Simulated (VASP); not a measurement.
Ti5C:

```xyz
6
Lattice="4.9130 0.0000 0.0000 -2.4565 4.2548 0.0000 0.0000 0.0000 3.9446" Properties=species:S:1:pos:R:3 pbc="T T T"
Ti    0.0000    2.8365    0.0000
Ti    2.4565    1.4183    0.0000
Ti    2.4565    0.0000    1.9723
Ti    1.2282    2.1274    1.9723
Ti   -1.2282    2.1274    1.9723
C     0.0000    0.0000    0.0000
```

```yaml
Program: VASP 6.6.1
Task: relaxation of cell and atoms
Functional: PBE
Potentials_or_basis: VASP PAW PBE potentials, release 64 (Ti_sv, C)
Cutoff: 600 eV
k_mesh: 6 × 6 × 4
Occupations: gaussian, width 0.1 eV
Spin: no spin polarisation
```

At the start: pressure 24.1 GPa; volume 13.74 Å³/atom.

**Question.** How do energy, volume and symmetry change on relaxing?

**Answer.** Over 12 steps the energy falls by 404.0 meV/atom and the volume is 16.92 Å³/atom (+23.1 %); space group P6/mmm (No. 191, to 0.05 Å).

Step by step:
```csv
step,energy change (eV),largest force (eV/Å),pressure (GPa),volume (Å³)
1,0.0000,0.0000,24.15,82.46
2,-1.7420,0.0000,-1.57,109.65
3,-1.7467,0.0000,-0.54,107.98
4,-1.7464,0.0000,-0.85,108.54
5,-1.8366,0.0000,-1.09,108.09
6,-2.0522,0.0000,-1.40,106.28
7,-2.3850,0.0000,0.42,100.70
8,-2.3670,0.0000,-0.93,103.46
9,-2.4219,0.0000,-0.50,102.16
10,-2.4233,0.0000,-0.38,101.94
11,-2.4206,0.0000,0.92,100.41
12,-2.4238,0.0000,-0.01,101.50
```

Final structure:
```
Ti C
1.0
     4.70438    0.00000    0.00000
    -2.35219    4.07411    0.00000
     0.00000    0.00000    5.29578
Ti C
5 1
Direct
  0.33333 0.66667 0.00000
  0.66667 0.33333 0.00000
  0.50000 0.00000 0.50000
  0.50000 0.50000 0.50000
  0.00000 0.50000 0.50000
  0.00000 0.00000 0.00000
```

Caveat: the k points lie up to 0.30 Å⁻¹ apart in the final cell; the volume moved by over 15 % at a fixed basis, so the end points are rough.
